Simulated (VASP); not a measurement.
# SiC (wurtzite type) (P6_3mc) in VASP: further runs

The runs below take SiC (wurtzite type) through single point, relaxation of cell and atoms, with LDA.

Everything below comes from runs of VASP 6.6.1. Logs are shortened: lines on timing, memory, paths and dates and some standing lists are left out, and cuts for length are marked.

**1. The cell of the first run**

The structure is hexagonal, space group P6_3mc (No. 186). The conventional cell has a = 3.056 Å, b = 3.056 Å, c = 5.016 Å, α = 90.00°, β = 90.00°, γ = 120.00°. Within 2.5 Å of Si (site symmetry 3m) lie 4 C at 1.87 to 1.88 Å. Within 2.5 Å of C (site symmetry 3m) lie 4 Si at 1.87 to 1.88 Å.

**2. Single point, LDA**

Input file INCAR:

```
PREC = Accurate
ENCUT = 520
EDIFF = 1E-7
ISMEAR = -1
SIGMA = 0.02
LREAL = False
LASPH = True
NELM = 100
ALGO = Normal
ISIF = 2
LWAVE = False
LCHARG = False
GGA = CA
NBANDS = 16
```

Input file KPOINTS:

```
Automatic mesh
0
Gamma
  12 12 7
```

Input file POSCAR:

```
SiC
1.0
    3.0563831055      0.0000000000      0.0000000000
   -1.5281915527      2.6469054130      0.0000000000
    0.0000000000      0.0000000000      5.0156571925
Si C
2 2
Direct
    0.3333333333      0.6666666667      0.0000912682
    0.6666666667      0.3333333333      0.5000912682
    0.3333333333      0.6666666667      0.3759087318
    0.6666666667      0.3333333333      0.8759087318
```

Potentials or basis: VASP PAW LDA potentials, release 64 (Si, C).

On the command line:

```
$ cat potpaw_LDA.64/Si/POTCAR potpaw_LDA.64/C/POTCAR > POTCAR
$ mpirun -np 1 vasp_std > vasp.out
```

OUTCAR:

```text
PREC = Accurate
   ENCUT = 520
   EDIFF = 1E-7
   ISMEAR = -1
   LREAL = False
   LASPH = True
   NELM = 100
   ISIF = 2
   GGA = CA

 ion  position               nearest neighbor table
   1  0.333  0.667  0.000-   4 1.87   4 1.87   4 1.87   3 1.88   2 3.07   2 3.07   2 3.07   2 3.07
                             2 3.07   2 3.07
   2  0.667  0.333  0.500-   3 1.87   3 1.87   3 1.87   4 1.88   1 3.07   1 3.07   1 3.07   1 3.07
                             1 3.07   1 3.07
   3  0.333  0.667  0.376-   2 1.87   2 1.87   2 1.87   1 1.88
   4  0.667  0.333  0.876-   1 1.87   1 1.87   1 1.87   2 1.88

  LATTYP: Found a hexagonal cell.
 ALAT       =     3.0563831055
 C/A-ratio  =     1.6410433573

  Lattice vectors:

 A1 = (   3.0563831055,   0.0000000000,   0.0000000000)
 A2 = (  -1.5281915527,   2.6469054130,   0.0000000000)
 A3 = (   0.0000000000,   0.0000000000,   5.0156571925)

Analysis of symmetry for initial positions (statically):
=====================================================================
 Subroutine PRICEL returns:
 Original cell was already a primitive cell.

 Routine SETGRP: Setting up the symmetry group for a
 hexagonal supercell.

 Subroutine GETGRP returns: Found 12 space group operations
 (whereof  6 operations were pure point group operations)
 out of a pool of 24 trial point group operations.

The static configuration has the point symmetry C_3v.
 The point group associated with its full space group is C_6v.

Analysis of symmetry for dynamics (positions and initial velocities):
=====================================================================
 Subroutine PRICEL returns:
 Original cell was already a primitive cell.

 Routine SETGRP: Setting up the symmetry group for a
 hexagonal supercell.

 Subroutine GETGRP returns: Found 12 space group operations
 (whereof  6 operations were pure point group operations)
 out of a pool of 24 trial point group operations.

The dynamic configuration has the point symmetry C_3v.
 The point group associated with its full space group is C_6v.

 Subroutine INISYM returns: Found 12 space group operations
 (whereof  6 operations are pure point group operations),
 and found     1 'primitive' translations

----------------------------------------------------------------------------------------

                                     Primitive cell

  volume of cell :      40.5765

  direct lattice vectors                    reciprocal lattice vectors
     3.056383106  0.000000000  0.000000000     0.327184115  0.188899837  0.000000000
    -1.528191553  2.646905413  0.000000000     0.000000000  0.377799673  0.000000000
     0.000000000  0.000000000  5.015657192     0.000000000  0.000000000  0.199375667

  length of vectors
     3.056383106  3.056383105  5.015657192     0.377799673  0.377799673  0.199375667

  position of ions in fractional coordinates (direct lattice)
     0.333333333  0.666666667  0.000091268
     0.666666667  0.333333333  0.500091268
     0.333333333  0.666666667  0.375908732
     0.666666667  0.333333333  0.875908732

  ion indices of the primitive-cell ions
   primitive index   ion index
                 1           1
                 2           2
                 3           3
                 4           4

----------------------------------------------------------------------------------------

 KPOINTS: Automatic mesh

Automatic generation of k-mesh.
 Grid dimensions read from file:
 generate k-points for:   12   12    7

 Generating k-lattice:

  Cartesian coordinates                     Fractional coordinates (reciprocal lattice)
     0.027265343  0.015741653  0.000000000     0.083333333  0.000000000  0.000000000
     0.000000000  0.031483306  0.000000000     0.000000000  0.083333333  0.000000000
     0.000000000  0.000000000  0.028482238     0.000000000  0.000000000  0.142857143

  Length of vectors
     0.031483306  0.031483306  0.028482238

  Shift w.r.t. Gamma in fractional coordinates (k-lattice)
     0.000000000  0.000000000  0.000000000

 Subroutine IBZKPT returns following result:
 ===========================================

 Found     76 irreducible k-points:

 Following reciprocal coordinates:
            Coordinates               Weight
  0.000000  0.000000  0.000000      1.000000
  0.083333  0.000000  0.000000      6.000000
  0.166667 -0.000000  0.000000      6.000000
  0.250000 -0.000000  0.000000      6.000000
  0.333333 -0.000000  0.000000      6.000000
  0.416667 -0.000000  0.000000      6.000000
[... 16 lines left out ...]
  0.250000 -0.000000  0.142857     12.000000
  0.333333 -0.000000  0.142857     12.000000
 [... further k-points ...]
   k-points           NKPTS =     76   k-points in BZ     NKDIM =     76   number of bands    NBANDS=     16
   number of dos      NEDOS =    301   number of ions     NIONS =      4
   total plane-waves  NPLWV =  23040
   dimension x,y,z NGX =    24 NGY =   24 NGZ =   40
   dimension x,y,z NGXF=    48 NGYF=   48 NGZF=   80
   ions per type =               2   2
   NGX,Y,Z   is equivalent  to a cutoff of  13.05, 13.05, 13.26 a.u.
   NGXF,Y,Z  is equivalent  to a cutoff of  26.11, 26.11, 26.52 a.u.
 SYSTEM =  unknown system
   PREC   = accura    normal or accurate (medium, high low for compatibility)
   ISTART =      0    job   : 0-new  1-cont  2-samecut
   ICHARG =      2    charge: 1-file 2-atom 10-const
   ISPIN  =      1    spin polarized calculation?
   LNONCOLLINEAR =      F non collinear calculations
   LSORBIT =      F    spin-orbit coupling
   LASPH  =      T    aspherical Exc in radial PAW
   ENCUT  =  520.0 eV  38.22 Ry    6.18 a.u.   5.68  5.68  9.33*2*pi/ulx,y,z
   NELM   =    100;   NELMIN=  2; NELMDL= -5     # of ELM steps
   EDIFF  = 0.1E-06   stopping-criterion for ELM
   LREAL  =      F    real-space projection
   EDIFFG = 0.1E-05   stopping-criterion for IOM
   NSW    =      0    number of steps for IOM
   IBRION =     -1    ionic relax: 0-MD 1-quasi-New 2-CG
   NFREE  =      0    steps in history (QN), initial steepest desc. (CG)
   ISIF   =      2    stress and relaxation
   ISYM   =      2    0-nonsym 1-usesym 2-fastsym
   POTIM  = 0.5000    time-step for ionic-motion
   TEBEG  =    0.0;   TEEND  =   0.0 temperature during run
   PSTRESS=    0.0 pullay stress
   NELECT =      16.0000    total number of electrons
   NUPDOWN=      -1.0000    fix difference up-down
   EMIN   =  10.00;   EMAX   =-10.00  energy-range for DOS
   EFERMI =   0.00;   METHOD = LEGACY
   ISMEAR =    -1;   SIGMA  =   0.02  broadening in eV -4-tet -1-fermi 0-gaus
   EFERMI_NEDOS =   21; number of points for ismear=-14 and -15
   IALGO  =     38    algorithm
   IMIX   =      4    mixing-type and parameters
     AMIX     =   0.40;   BMIX     =  1.00
     AMIX_MAG =   1.60;   BMIX_MAG =  1.00
  volume/ion in A,a.u.               =      10.14        68.46
  Fermi-wavevector in a.u.,A,eV,Ry     =   1.200485  2.268588 19.608236  1.441165
  Thomas-Fermi vector in A             =   2.336320
   LORBIT       =      0    0 simple, 1 ext, 2 COOP (PROOUT), +10 PAW based schemes
   GGA     = CA    functional components
   LHFCALC =     F    Hartree Fock is set to
   AEXX    =    0.0000 exact exchange contribution
   IVDW    =     0    specifies the selected vdW correction
   LEPSILON=     F    determine dielectric tensor
   LRPA    =     F    only Hartree local field effects (RPA)
 non-spin polarized calculation
  energy-cutoff  :      520.00
  volume of cell :       40.58
 maximum number of plane-waves:      1111
 NGX is ok and might be reduce to    24

 number of electron      15.9999999 magnetization

 Free energy of the ion-electron system (eV)
  ---------------------------------------------------
  ext. energy  EPLUGINS =         0.00000000
  ---------------------------------------------------
  free energy    TOTEN  =       -33.27591782 eV

  energy without entropy =      -33.27591782  energy(sigma->0) =      -33.27591782

 E-fermi :   8.8653     XC(G=0): -11.6329

 val. band max:        8.4345695652   @ k =   0.0000   0.0000   0.0000
 cond. band min:      10.5510305605   @ k =   0.3333   0.3333   0.0000
 fundamental gap:      2.1164609953
 Fermi energy:         8.8652590604

 k-point     1 :       0.0000    0.0000    0.0000
  band No.  band energies     occupation
      1      -7.1985      2.00000
      2      -3.5081      2.00000
      3      -0.3930      2.00000
      4       7.1092      2.00000
      5       7.1092      2.00000
      6       8.3206      2.00000
[... 8 lines left out ...]
     15      17.4158      0.00000
     16      19.7534      0.00000

 k-point     2 :       0.0833    0.0000    0.0000
  band No.  band energies     occupation
      1      -7.0757      2.00000
      2      -3.4027      2.00000
      3      -0.2790      2.00000
      4       6.4218      2.00000
      5       6.8929      2.00000
      6       7.9833      2.00000
[... 8 lines left out ...]
     15      17.7170      0.00000
     16      18.8325      0.00000

 k-point     3 :       0.1667   -0.0000    0.0000
  band No.  band energies     occupation
      1      -6.7103      2.00000
      2      -3.0949      2.00000
      3       0.0546      2.00000
      4       4.9168      2.00000
      5       6.4060      2.00000
      6       6.8833      2.00000
[... 8 lines left out ...]
     15      18.0187      0.00000
     16      18.3544      0.00000

 k-point     4 :       0.2500   -0.0000    0.0000
  band No.  band energies     occupation
      1      -6.1129      2.00000
      2      -2.6201      2.00000
      3       0.5653      2.00000
      4       3.2588      2.00000
      5       5.5014      2.00000
      6       5.8795      2.00000
[... 8 lines left out ...]
     15      18.5317      0.00000
     16      19.2453      0.00000
[... 324 lines left out ...]
 k-point    22 :       0.1667   -0.0000    0.1429
  band No.  band energies     occupation
      1      -6.6097      2.00000
      2      -3.5269      2.00000
      3       0.6334      2.00000
      4       5.0064      2.00000
      5       6.4736      2.00000
      6       6.5961      2.00000
[... 8 lines left out ...]
     15      18.2506      0.00000
     16      18.5957      0.00000

 k-point    23 :       0.2500   -0.0000    0.1429
  band No.  band energies     occupation
      1      -6.0138      2.00000
      2      -3.0207      2.00000
      3       1.0572      2.00000
      4       3.4053      2.00000
      5       5.2002      2.00000
      6       5.9523      2.00000
[... 8 lines left out ...]
     15      19.1452      0.00000
     16      19.2302      0.00000

 k-point    24 :       0.3333   -0.0000    0.1429
  band No.  band energies     occupation
      1      -5.2135      2.00000
      2      -2.4239      2.00000
      3       1.0300      2.00000
      4       2.5514      2.00000
      5       3.7541      2.00000
      6       5.5209      2.00000
[... 8 lines left out ...]
     15      19.7023      0.00000
     16      20.5855      0.00000

 [... further k-points ...]

------------------------ aborting loop because EDIFF is reached ----------------------------------------

  FORCE on cell =-STRESS in cart. coord.  units (eV):
  Direction    XX          YY          ZZ          XY          YZ          ZX
  --------------------------------------------------------------------------------------
  -------------------------------------------------------------------------------------
  Total        0.1030575      0.1030575      0.1155970      0.0000000      0.0000000      0.0000000
  in kB        4.0692678      4.0692678      4.5643944      0.0000000      0.0000000      0.0000000
  external PRESSURE =       4.2343100 kB  Pullay stress =       0.0000000 kB

 VOLUME and BASIS-vectors are now :
 -----------------------------------------------------------------------------
  energy-cutoff  :      520.00
  volume of cell :       40.58
      direct lattice vectors                 reciprocal lattice vectors
     3.056383106  0.000000000  0.000000000     0.327184115  0.188899837  0.000000000
    -1.528191553  2.646905413  0.000000000     0.000000000  0.377799673  0.000000000
     0.000000000  0.000000000  5.015657192     0.000000000  0.000000000  0.199375667

 POSITION                                       TOTAL-FORCE (eV/Angst)
 -----------------------------------------------------------------------------------
     -0.00000      1.76460      0.00046        -0.000000      0.000000      0.000649
      1.52819      0.88230      2.50829         0.000000     -0.000000      0.000649
     -0.00000      1.76460      1.88543         0.000000     -0.000000     -0.000649
      1.52819      0.88230      4.39326        -0.000000      0.000000     -0.000649
 -----------------------------------------------------------------------------------
    total drift:                               -0.000000      0.000000     -0.000057

  FREE ENERGIE OF THE ION-ELECTRON SYSTEM (eV)
  ---------------------------------------------------
  free  energy   TOTEN  =       -33.2759178248 eV

  energy  without entropy=      -33.2759178248  energy(sigma->0) =      -33.27591782
```

Run time: 80 s. Hardware: 1 thread of AMD EPYC 7R43 (Zen 3), shared host; peak memory 0.12 GiB.

What came out:

* Free energy: -33.2759 eV
* Pressure: 0.4 GPa
* Band gap on the k mesh: 2.12 eV, indirect (least direct gap 3.91 eV)

Levels at points of the mesh, in eV from the valence-band top:
```tsv
k point	band 4	band 5	band 6	band 7	band 8	band 9	band 10	band 11	band 12	band 13
(0.00, 0.00, 0.00)	-1.33	-1.33	-0.11	0.00	0.00	4.92	6.42	6.67	6.67	7.82
(0.50, 0.00, 0.00)	-6.32	-5.51	-3.37	-3.36	-1.20	2.71	4.16	6.96	7.11	10.12
```

A k mesh can miss the band edges. A hybrid or GW would open this gap; LDA tends to underestimate it.

**3. Single point, LDA**

This run uses another cell than the first one: it holds 8 atoms, not 4.

Input file INCAR:

```
  PREC = Accurate
  ENCUT = 520
  EDIFF = 1E-6
  ISMEAR = -1
  SIGMA = 0.02
  LREAL = False
  LASPH = True
  NELM = 80
  ALGO = Normal
  ISIF = 2
  LWAVE = False
  LCHARG = True
  LELF = True
  LVHAR = True
  NBANDS = 26
```

Input file KPOINTS:

```
Automatic mesh
0
Gamma
  8 5 5
```

Input file POSCAR:

```
SiC
1.0
   -1.5281915527      2.6469054130      0.0000000000
    0.0000000000      0.0000000000      5.0156571925
    4.5845746582      2.6469054130      0.0000000000
Si C
4 4
Direct
    0.5000000000      0.0000912680      0.1666666670
    0.0000000000      0.0000912680      0.6666666670
    0.0000000000      0.5000912680      0.3333333330
    0.5000000000      0.5000912680      0.8333333330
    0.5000000000      0.3759087320      0.1666666670
    0.0000000000      0.3759087320      0.6666666670
    0.0000000000      0.8759087320      0.3333333330
    0.5000000000      0.8759087320      0.8333333330
```

Potentials or basis: VASP PAW LDA potentials, release 64 (Si, C).

On the command line:

```
$ cat potpaw_LDA.64/Si/POTCAR potpaw_LDA.64/C/POTCAR > POTCAR
$ mpirun -np 1 vasp_std > vasp.out
```

Wall time 2 min (1 thread of AMD EPYC 7R43 (Zen 3), shared host); peak memory 0.16 GiB.

Results (log left out):

* Free energy: -66.5509 eV
* Pressure: 0.4 GPa
* Band gap on the k mesh: 2.18 eV

Levels at points of the mesh, in eV from the valence-band top:
| k point | band 13 | band 14 | band 15 | band 16 | band 17 | band 18 | band 19 | band 20 |
| --- | --- | --- | --- | --- | --- | --- | --- | --- |
| (0.00, 0.00, 0.00) | -1.20 | -0.11 | 0.00 | 0.00 | 2.71 | 4.16 | 4.92 | 6.42 |
| (0.50, 0.00, 0.00) | -2.98 | -2.98 | -2.71 | -2.71 | 3.02 | 3.02 | 6.79 | 6.79 |

A k mesh can miss the band edges.

**4. Single point, LDA**

This run uses another cell than the first one: it holds 8 atoms, not 4.

Input file INCAR:

```
SYSTEM = SiC
  PREC = Accurate
  ENCUT = 520
  EDIFF = 1E-6
  ISMEAR = -1
  SIGMA = 0.02
  LREAL = .FALSE.
  LASPH = .TRUE.
  NELM = 100
  ALGO = Normal
  ISIF = 2
  LWAVE = .FALSE.
  LCHARG = .TRUE.
  LELF = .TRUE.
  LVHAR = .TRUE.
  NBANDS = 26
```

Input file KPOINTS:

```
Automatic mesh
0
G
  8 5 5
  0 0 0
```

POSCAR is that of step 3.

On the command line:

```
$ cat potpaw_LDA.64/Si/POTCAR potpaw_LDA.64/C/POTCAR > POTCAR
$ mpirun -np 1 vasp_std > vasp.out
```

It took 2.5 min on 1 thread of AMD EPYC 7R43 (Zen 3), shared host; peak memory 0.17 GiB.

Results (log left out):

* Free energy: -66.5509 eV
* Pressure: 0.4 GPa
* Band gap on the k mesh: 2.18 eV

Levels at points of the mesh, in eV from the valence-band top:
```tsv
k point	band 14	band 15	band 16	band 17	band 18	band 19
(0.00, 0.00, 0.00)	-0.11	0.00	0.00	2.71	4.16	4.92
(0.50, 0.00, 0.00)	-2.98	-2.71	-2.71	3.02	3.02	6.79
```

A k mesh can miss the band edges. LDA gaps usually lie below the measured ones, often by a third to a half.

(Continued in part 2 of 2.)
